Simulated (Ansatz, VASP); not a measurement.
**CdSe: VASP beside Ansatz**

Contents of INCAR:

```
SYSTEM = CdSe
PREC = Accurate
ENCUT = 520
EDIFF = 1E-7
ISMEAR = 0
SIGMA = 0.05
LREAL = .FALSE.
LASPH = .TRUE.
NELM = 80
ALGO = Normal
ISIF = 2
LWAVE = .FALSE.
LCHARG = .TRUE.
GGA = PE
LELF = .TRUE.
LVHAR = .TRUE.
NBANDS = 16
```

Contents of KPOINTS:

```
regular mesh
0
G
  10 10 10
  0 0 0
```

File POSCAR:

```
CdSe
1.0
    0.0000000000      3.0702711986      3.0702711986
    3.0702711986      0.0000000000      3.0702711986
    3.0702711986      3.0702711986      0.0000000000
Cd Se
1 1
Direct
    0.0073283429     -0.0073283429      0.0073283429
    0.7500000000      0.7500000000      0.7500000000
```

Input for Ansatz:

```yaml
crystal:
  lattice:
    - [0.0, 3.0702711986, 3.0702711986]
    - [3.0702711986, 0.0, 3.0702711986]
    - [3.0702711986, 3.0702711986, 0.0]
  atoms:
    - { symbol: Cd, position: [0.0073283429, -0.0073283429, 0.0073283429] }
    - { symbol: Se, position: [0.75, 0.75, 0.75] }
basis:
  ecutwfc: 420
kpoints:
  mp_grid: { grid: [10, 10, 10] }
hamiltonian:
  xc: pbe
scf:
  occupations: { method: gaussian, width: 0.05 }
output:
  forces: true
  stress: true
  eigenvalues: true
  populations: true
```

Change from the starting cell: one atom moved.

Alike in both runs: task single point; functional PBE; k mesh 10 × 10 × 10; occupations gaussian, width 0.05 eV; no spin polarisation.

|  | VASP | Ansatz |
| --- | --- | --- |
| version | VASP 6.6.1 | Ansatz 0.2.0 |
| potentials or method | VASP PAW PBE potentials, release 64 (Cd, Se), cutoff 520 eV | scalar-relativistic, plane waves, PAW |
| valence electrons in the cell | 18 | 36 |

Ansatz gave:

| Property | Result |
| --- | --- |
| gap on the k mesh at the Fermi level (eV) | 0.53 |
| least direct gap on the mesh (eV) | 0.53 |
| pressure (GPa) | 1.3 |
| traceless stress, the component that is largest in VASP (GPa) | -0.73 |
| rms of the force components (eV/Å) | 0.117 |

Estimate VASP's values.

gap on the k mesh at the Fermi level (eV): 0.53; least direct gap on the mesh (eV): 0.53; pressure (GPa): 1.6; traceless stress, the component that is largest in VASP (GPa): -0.76; rms of the force components (eV/Å): 0.120.

Atom by atom the forces differ by 0.004 eV/Å (rms over components). The functional is the same, so the differences come from potentials, cutoffs and numerics. VASP's potentials hold 18 valence electrons a cell and Ansatz's 36, so a difference there can come from the potentials and not from the codes.
